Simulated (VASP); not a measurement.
# C (Fmmm) in VASP: a series of runs

The runs below take C through single point, with PBEsol+D3(BJ).

Everything below comes from runs of VASP 6.6.1. Logs are shortened: lines on timing, memory, paths and dates and some standing lists are left out, and cuts for length are marked.

### 1 The cell of the first run

It takes space group Fmmm (No. 69, orthorhombic). Conventional cell: a = 2.502 Å, b = 4.330 Å, c = 6.765 Å, α = 90.00°, β = 90.00°, γ = 90.00°. C (site symmetry m2m) has 3 C at 1.40 to 1.55 Å within 1.9 Å.

### 2 Single point, PBEsol+D3(BJ) (atoms shifted along a free coordinate)

Input file INCAR:

```
PREC     = Accurate       # precision mode
ENCUT    = 520            # plane-wave cutoff, eV
EDIFF    = 1E-7           # SCF threshold, eV
ISMEAR   = 0              # smearing method
SIGMA    = 0.03           # smearing width, eV
LREAL    = F              # projectors in reciprocal space
LASPH    = T              # aspherical terms in the spheres
NELM     = 60             # most SCF steps
ALGO     = Normal         # electronic algorithm
ISIF     = 2              # what is computed and relaxed
LWAVE    = F              # write WAVECAR
LCHARG   = F              # write CHGCAR
GGA      = PS             # functional
IVDW     = 12             # dispersion correction
NBANDS   = 11             # bands
```

Input file KPOINTS:

```
regular mesh
0
Gamma
  16 16 16
```

Input file POSCAR:

```
C
1.0
    0.0000000000      2.1651688962      3.3824594497
    1.2508882260      0.0000000000      3.3824594497
    1.2508882260      2.1651688962      0.0000000000
C
2
Direct
    0.1784547694      0.8215452306      0.1784547694
    0.8215452306      0.1784547694      0.8215452306
```

Potentials or basis: VASP PAW PBE potentials, release 64 (C).

Run with:

```sh
cat potpaw_PBE.64/C/POTCAR > POTCAR
mpirun -np 1 vasp_std > vasp.out
```

OUTCAR:

```text
PREC = Accurate
   ENCUT = 520
   EDIFF = 1E-7
   ISMEAR = 0
   LREAL = F
   LASPH = T
   NELM = 60
   ISIF = 2
   GGA = PS
   IVDW = 12
 IVDW          = 12

 ion  position               nearest neighbor table
   1  0.178  0.822  0.178-   2 1.40   2 1.40   2 1.55
   2  0.822  0.178  0.822-   1 1.40   1 1.40   1 1.55

  LATTYP: Found a face centered orthorhombic cell.
 ALAT       =     2.5017764520
 B/A-ratio  =     1.7309051690
 C/A-ratio  =     2.7040461165

  Lattice vectors:

 A1 = (   0.0000000000,   2.1651688962,   3.3824594497)
 A2 = (   1.2508882260,   0.0000000000,   3.3824594497)
 A3 = (   1.2508882260,   2.1651688962,   0.0000000000)

Analysis of symmetry for initial positions (statically):
=====================================================================
 Subroutine PRICEL returns:
 Original cell was already a primitive cell.

 Routine SETGRP: Setting up the symmetry group for a
 face centered orthorhombic supercell.

 Subroutine GETGRP returns: Found  8 space group operations
 (whereof  8 operations were pure point group operations)
 out of a pool of  8 trial point group operations.

The static configuration has the point symmetry D_2h.

Analysis of symmetry for dynamics (positions and initial velocities):
=====================================================================
 Subroutine PRICEL returns:
 Original cell was already a primitive cell.

 Routine SETGRP: Setting up the symmetry group for a
 face centered orthorhombic supercell.

 Subroutine GETGRP returns: Found  8 space group operations
 (whereof  8 operations were pure point group operations)
 out of a pool of  8 trial point group operations.

The dynamic configuration has the point symmetry D_2h.

 Subroutine INISYM returns: Found  8 space group operations
 (whereof  8 operations are pure point group operations),
 and found     1 'primitive' translations

----------------------------------------------------------------------------------------

                                     Primitive cell

  volume of cell :      18.3220

  direct lattice vectors                    reciprocal lattice vectors
     0.000000000  2.165168896  3.382459450    -0.399715970  0.230928867  0.147821432
     1.250888226  0.000000000  3.382459450     0.399715970 -0.230928867  0.147821432
     1.250888226  2.165168896  0.000000000     0.399715970  0.230928867 -0.147821432

  length of vectors
     4.016091169  3.606349024  2.500535483     0.484718654  0.484718654  0.484718654

[... 88 lines left out ...]
   POTIM  = 0.5000    time-step for ionic-motion
   TEBEG  =    0.0;   TEEND  =   0.0 temperature during run
   PSTRESS=    0.0 pullay stress
   NELECT =       8.0000    total number of electrons
   NUPDOWN=      -1.0000    fix difference up-down
   EMIN   =  10.00;   EMAX   =-10.00  energy-range for DOS
   EFERMI =   0.00;   METHOD = LEGACY
   ISMEAR =     0;   SIGMA  =   0.03  broadening in eV -4-tet -1-fermi 0-gaus
   EFERMI_NEDOS =   21; number of points for ismear=-14 and -15
   IALGO  =     38    algorithm
   IMIX   =      4    mixing-type and parameters
     AMIX     =   0.40;   BMIX     =  1.00
     AMIX_MAG =   1.60;   BMIX_MAG =  1.00
  volume/ion in A,a.u.               =       9.16        61.82
  Fermi-wavevector in a.u.,A,eV,Ry     =   1.241978  2.346998 20.987110  1.542509
  Thomas-Fermi vector in A             =   2.376352
   LORBIT       =      0    0 simple, 1 ext, 2 COOP (PROOUT), +10 PAW based schemes
   GGA     = PS    functional components
   LHFCALC =     F    Hartree Fock is set to
   AEXX    =    0.0000 exact exchange contribution
   IVDW    =    12    specifies the selected vdW correction
   LEPSILON=     F    determine dielectric tensor
   LRPA    =     F    only Hartree local field effects (RPA)
 non-spin polarized calculation
 Gauss-broadening in eV      SIGMA  =   0.03
  energy-cutoff  :      520.00
  volume of cell :       18.32
 maximum number of plane-waves:       510
 NGX is ok and might be reduce to    30
   NGX = 15   NGY = 13   NGZ =  9

 number of electron       8.0000000 magnetization

 Free energy of the ion-electron system (eV)
  ---------------------------------------------------
  ext. energy  EPLUGINS =         0.00000000
  ---------------------------------------------------
  free energy    TOTEN  =       -19.01683289 eV

  energy without entropy =      -19.01683215  energy(sigma->0) =      -19.01683252

 E-fermi :   4.2023     XC(G=0): -10.3949

 val. band max:        4.1437801834   @ k =  -0.2500   0.0625   0.3125
 cond. band min:       4.2608387279   @ k =  -0.2500   0.0625   0.3125
 fundamental gap:      0.1170585445
 Fermi energy:         4.2023094282

 k-point     1 :       0.0000    0.0000    0.0000
  band No.  band energies     occupation
      1     -15.0135      2.00000
      2      -2.0606      2.00000
      3      -0.1415      2.00000
      4       2.8357      2.00000
      5       8.4334      0.00000
      6      10.3564      0.00000
      7      14.3316      0.00000
      8      15.2138      0.00000
      9      16.1335      0.00000
     10      25.8924      0.00000
     11      29.2901      0.00000
[... 309 lines left out ...]
 k-point    24 :      -0.0625    0.0625    0.0000
  band No.  band energies     occupation
      1     -14.6545      2.00000
      2      -1.6449      2.00000
      3      -1.1444      2.00000
      4       1.8016      2.00000
      5       8.8660      0.00000
      6      11.1637      0.00000
      7      13.8772      0.00000
      8      14.9088      0.00000
      9      16.9848      0.00000
     10      26.5299      0.00000
     11      27.0616      0.00000

 [... further k-points ...]

------------------------ aborting loop because EDIFF is reached ----------------------------------------

 Edisp (eV)   -0.21680

 E8    (eV) :    -0.1054

  FORCE on cell =-STRESS in cart. coord.  units (eV):
  Direction    XX          YY          ZZ          XY          YZ          ZX
  --------------------------------------------------------------------------------------
  -------------------------------------------------------------------------------------
  Total      -0.84679    -2.42129    -0.06808    -0.00000     0.00000     0.00000
  in kB     -74.04829  -211.73113    -5.95316    -0.00000     0.00000     0.00000
  external pressure =      -97.24 kB  Pullay stress =        0.00 kB

 VOLUME and BASIS-vectors are now :
 -----------------------------------------------------------------------------
  energy-cutoff  :      520.00
  volume of cell :       18.32
      direct lattice vectors                 reciprocal lattice vectors
     0.000000000  2.165168896  3.382459450    -0.399715970  0.230928867  0.147821432
     1.250888226  0.000000000  3.382459450     0.399715970 -0.230928867  0.147821432
     1.250888226  2.165168896  0.000000000     0.399715970  0.230928867 -0.147821432

 POSITION                                       TOTAL-FORCE (eV/Angst)
 -----------------------------------------------------------------------------------
      1.25089      0.77277      3.38246         0.000000     -4.339253      0.000000
      1.25089      3.55757      3.38246         0.000000      4.339253      0.000000
 -----------------------------------------------------------------------------------
    total drift:                               -0.000000     -0.000000      0.000000

  FREE ENERGIE OF THE ION-ELECTRON SYSTEM (eV)
  ---------------------------------------------------
  free  energy   TOTEN  =       -19.2336297881 eV

  energy  without entropy=      -19.2336290532  energy(sigma->0) =      -19.23362942
```

It took 62 s on 1 thread of Intel Xeon 6975P-C (Granite Rapids), shared host; peak memory 0.23 GiB.

What came out:

| Quantity | Value |
| --- | --- |
| Free energy | -19.2336 eV |
| Pressure | -9.7 GPa |
| Largest force | 4.339 eV/Å |
| Dispersion energy per atom | -0.108 eV |

Forces on the atoms (eV/Å):
```
C    0.000 -4.339  0.000
C    0.000  4.339  0.000
```

Stress tensor (GPa, compression positive):
```
 -7.40   0.00   0.00
  0.00 -21.17   0.00
  0.00   0.00  -0.60
```

Caveat: the cell differs from its parent crystal (atoms shifted along a free coordinate); the cell stands under tension; the PAW data sets were made with another functional, which shifts forces and pressure a little.

### 3 Single point, PBEsol+D3(BJ) (atoms shifted along a free coordinate)

Input file INCAR:

```
SYSTEM = C
  PREC = Accurate
  ENCUT = 520
  EDIFF = 1E-6
  ISMEAR = 0
  SIGMA = 0.03
  LREAL = .FALSE.
  LASPH = .TRUE.
  NELM = 100
  ALGO = Normal
  ISIF = 2
  LWAVE = .FALSE.
  LCHARG = .FALSE.
  GGA = PS
  IVDW = 12
  NBANDS = 11
```

Input file KPOINTS:

```
regular mesh
0
G
  16 16 16
  0 0 0
```

Input file POSCAR:

```
C
1.0
    0.0000000000      2.1651688962      3.3824594497
    1.2508882260      0.0000000000      3.3824594497
    1.2508882260      2.1651688962      0.0000000000
C
2
Direct
    0.1902029221      0.8097970779      0.1902029221
    0.8097970779      0.1902029221      0.8097970779
```

Potentials or basis: VASP PAW PBE potentials, release 64 (C).

Run with:

```sh
cat potpaw_PBE.64/C/POTCAR > POTCAR
mpirun -np 1 vasp_std > vasp.out
```

Run time: 59 s. Hardware: 1 thread of Intel Xeon 6975P-C (Granite Rapids), shared host; peak memory 0.23 GiB.

Results (log left out):

```yaml
Free_energy: -18.6295 eV
Pressure: -0.6 GPa
Largest_force: 7.160 eV/Å
Band_gap_on_the_k_mesh: zero (bands 4 and 5 overlap by 0.37 eV)
Dispersion_energy_per_atom: -0.109 eV
```

Forces on the atoms (eV/Å):
```
C    0.000 -7.160  0.000
C    0.000  7.160  0.000
```

Stress tensor (GPa, compression positive):
```
 12.50   0.00   0.00
  0.00 -13.62   0.00
  0.00   0.00  -0.59
```

Levels at points of the mesh, in eV from the Fermi level:
```
           k point  band 1  band 2  band 3  band 4  band 5  band 6  band 7  band 8  band 9
(0.00, 0.00, 0.00)  -19.44   -6.53   -5.87    0.12    4.09    4.20   10.97   11.83   11.94
(0.50, 0.00, 0.00)  -14.12  -13.87   -5.26   -1.87    0.48    5.74   12.27   12.84   19.05
(0.50, 0.50, 0.00)  -19.15   -8.47   -5.90    0.16    4.27   10.01   11.21   11.54   11.77
(0.50, 0.00, 0.50)  -14.91  -11.73   -7.91   -2.95    4.74    6.55   10.61   11.55   15.92
(0.00, 0.50, 0.50)  -14.69  -11.53   -7.96   -4.22    2.80    6.17   12.54   16.27   16.53
```

Caveat: the cell differs from its parent crystal (atoms shifted along a free coordinate); the PAW data sets were made with another functional, which shifts forces and pressure a little.

### 4 Single point, PBEsol+D3(BJ) (atoms shifted along a free coordinate)

Input file INCAR:

```
SYSTEM = C
ALGO = Normal
EDIFF = 1E-6
ENCUT = 520
GGA = PS
ISIF = 2
ISMEAR = 0
IVDW = 12
LASPH = .TRUE.
LCHARG = .FALSE.
LREAL = .FALSE.
LWAVE = .FALSE.
NBANDS = 11
NELM = 60
PREC = Accurate
SIGMA = 0.03
```

Input file KPOINTS:

```
k-points
0
G
  16 16 16
  0 0 0
```

Input file POSCAR:

```
C
1.0
    0.0000000000      2.1651688962      3.3824594497
    1.2508882260      0.0000000000      3.3824594497
    1.2508882260      2.1651688962      0.0000000000
C
2
Direct
    0.1667066167      0.8332933833      0.1667066167
    0.8332933833      0.1667066167      0.8332933833
```

Potentials or basis: VASP PAW PBE potentials, release 64 (C).

Run with:

```sh
cat potpaw_PBE.64/C/POTCAR > POTCAR
mpirun -np 1 vasp_std > vasp.out
```

OUTCAR:

```text
SYSTEM = C
   EDIFF = 1E-6
   ENCUT = 520
   GGA = PS
   ISIF = 2
   ISMEAR = 0
   IVDW = 12
   LASPH = .TRUE.
   LREAL = .FALSE.
   NELM = 60
   PREC = Accurate
 IVDW          = 12

 ion  position               nearest neighbor table
   1  0.167  0.833  0.167-   2 1.44   2 1.44   2 1.44
   2  0.833  0.167  0.833-   1 1.44   1 1.44   1 1.44

  LATTYP: Found a face centered orthorhombic cell.
 ALAT       =     2.5017764520
 B/A-ratio  =     1.7309051690
 C/A-ratio  =     2.7040461165

  Lattice vectors:

 A1 = (   0.0000000000,   2.1651688962,   3.3824594497)
 A2 = (   1.2508882260,   0.0000000000,   3.3824594497)
 A3 = (   1.2508882260,   2.1651688962,   0.0000000000)

Analysis of symmetry for initial positions (statically):
=====================================================================
 Subroutine PRICEL returns:
 Original cell was already a primitive cell.

 Routine SETGRP: Setting up the symmetry group for a
 face centered orthorhombic supercell.

 Subroutine GETGRP returns: Found  8 space group operations
 (whereof  8 operations were pure point group operations)
 out of a pool of  8 trial point group operations.

The static configuration has the point symmetry D_2h.
[... 174 lines left out ...]
      4       1.3001      2.00000
      5       8.4251      0.00000
      6      12.2990      0.00000
      7      12.3690      0.00000
      8      15.1758      0.00000
      9      16.0333      0.00000
     10      26.0571      0.00000
     11      29.1996      0.00000
[... 309 lines left out ...]
 k-point    24 :      -0.0625    0.0625    0.0000
  band No.  band energies     occupation
      1     -14.6294      2.00000
      2      -1.6172      2.00000
      3      -0.0495      2.00000
      4       0.6129      2.00000
      5       8.8649      0.00000
      6      12.3891      0.00000
      7      13.7627      0.00000
      8      13.9338      0.00000
      9      16.8110      0.00000
     10      26.1728      0.00000
     11      27.1865      0.00000

 [... further k-points ...]

------------------------ aborting loop because EDIFF is reached ----------------------------------------

 Edisp (eV)   -0.21653

 E8    (eV) :    -0.1053

  FORCE on cell =-STRESS in cart. coord.  units (eV):
  Direction    XX          YY          ZZ          XY          YZ          ZX
  --------------------------------------------------------------------------------------
  -------------------------------------------------------------------------------------
  Total      -2.25581    -2.28549    -0.04819     0.00000     0.00000     0.00000
  in kB    -197.26024  -199.85561    -4.21412     0.00000     0.00000     0.00000
  external pressure =     -133.78 kB  Pullay stress =        0.00 kB

 VOLUME and BASIS-vectors are now :
 -----------------------------------------------------------------------------
  energy-cutoff  :      520.00
  volume of cell :       18.32
      direct lattice vectors                 reciprocal lattice vectors
     0.000000000  2.165168896  3.382459450    -0.399715970  0.230928867  0.147821432
     1.250888226  0.000000000  3.382459450     0.399715970 -0.230928867  0.147821432
     1.250888226  2.165168896  0.000000000     0.399715970  0.230928867 -0.147821432

 POSITION                                       TOTAL-FORCE (eV/Angst)
 -----------------------------------------------------------------------------------
      1.25089      0.72190      3.38246         0.000000     -0.026038      0.000000
      1.25089      3.60844      3.38246         0.000000      0.026038      0.000000
 -----------------------------------------------------------------------------------
    total drift:                               -0.000000      0.000000     -0.000000

  FREE ENERGIE OF THE ION-ELECTRON SYSTEM (eV)
  ---------------------------------------------------
  free  energy   TOTEN  =       -19.4648315332 eV

  energy  without entropy=      -19.4648315283  energy(sigma->0) =      -19.46483153
```

stdout:

```text
POSCAR found type information on POSCAR C
 POSCAR found :  1 types and       2 ions
 scaLAPACK will be used
 -----------------------------------------------------------------------------
|                                                                             |
|                                                                             |
|     You enforced a specific xc type in the INCAR file but a different       |
|     I HOPE YOU KNOW WHAT YOU ARE DOING!                                     |
|                                                                             |
 -----------------------------------------------------------------------------

 LDA part: xc-table for (Slater+PW92), standard interpolation
 POSCAR, INCAR and KPOINTS ok, starting setup
 FFT: planning ... GRIDC
 FFT: planning ... GRID_SOFT
 FFT: planning ... GRID
 WAVECAR not read
 entering main loop
```

Wall time 53 s (1 thread of Intel Xeon 6975P-C (Granite Rapids), shared host); peak memory 0.23 GiB.

Results:

| Property | Result |
| --- | --- |
| Free energy | -19.4648 eV |
| Pressure | -13.4 GPa |
| Largest force | 0.026 eV/Å |
| Dispersion energy per atom | -0.108 eV |

Forces in eV/Å, atoms in the order of the input:
```
C    0.000 -0.026  0.000
C    0.000  0.026  0.000
```

Caveat: the cell differs from its parent crystal (atoms shifted along a free coordinate); the cell stands under tension; the PAW data sets were made with another functional, which shifts forces and pressure a little.

### 5 Overview

```csv
cell,pressure (GPa),largest force (eV/Å)
"as given, atomic positions A",-9.7,4.34
"as given, atomic positions B",-0.6,7.16
"as given, atomic positions C",-13.4,0.03
```

Alike in all rows: task single point; level PBEsol+D3(BJ); potentials or basis VASP PAW PBE potentials, release 64 (C); no spin polarisation; k mesh 16 × 16 × 16; cutoff (eV) 520; smearing gaussian 0.03 eV.

Caveats: the PAW data sets were made with another functional, which shifts forces and pressure a little; the cell stands under tension (at least some runs).

Total energies depend on the potentials used, so only differences within one code and one set of settings carry meaning.
